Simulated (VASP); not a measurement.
A run of VASP 6.6.1 is set up as follows.

Contents of INCAR:

```
ALGO     = Normal         # electronic algorithm
EDIFF    = 1E-7           # SCF threshold, eV
ENCUT    = 520            # plane-wave cutoff, eV
GGA      = PE             # functional
ISIF     = 2              # what is computed and relaxed
ISMEAR   = 0              # smearing method
LASPH    = True           # aspherical terms in the spheres
LCHARG   = True           # write CHGCAR
LELF     = True           # ELF
LREAL    = False          # projectors in reciprocal space
LVHAR    = True         
LWAVE    = False          # write WAVECAR
NBANDS   = 15             # bands
NELM     = 80             # most SCF steps
PREC     = Accurate       # precision mode
SIGMA    = 0.02           # smearing width, eV
```

File KPOINTS:

```
k-points
0
Gamma
  9 9 9
```

The input POSCAR:

```
SrO
1.0
    0.0000000000      2.5663000000      2.5663000000
    2.5663000000      0.0000000000      2.5663000000
    2.5663000000      2.5663000000      0.0000000000
Sr O
1 1
Direct
    0.5000000000      0.5000000000      0.5000000000
    0.0000000000      0.0000000000      0.0000000000
```

Potentials or basis: VASP PAW PBE potentials, release 64 (Sr_sv, O).

The run is started by

```sh
$ cat potpaw_PBE.64/Sr_sv/POTCAR potpaw_PBE.64/O/POTCAR > POTCAR
$ mpirun -np 1 vasp_std > vasp.out
```

Question: Estimate the pressure.

Answer: 3.9 GPa.

Question: Predict the band gap on the k mesh.

Answer: 3.32 eV (least direct gap 3.41 eV).

Caveat: the cell stands under pressure; an odd mesh through Γ misses points on the zone boundary, where band edges can lie. PBE gaps usually lie below the measured ones, often by a third to a half.
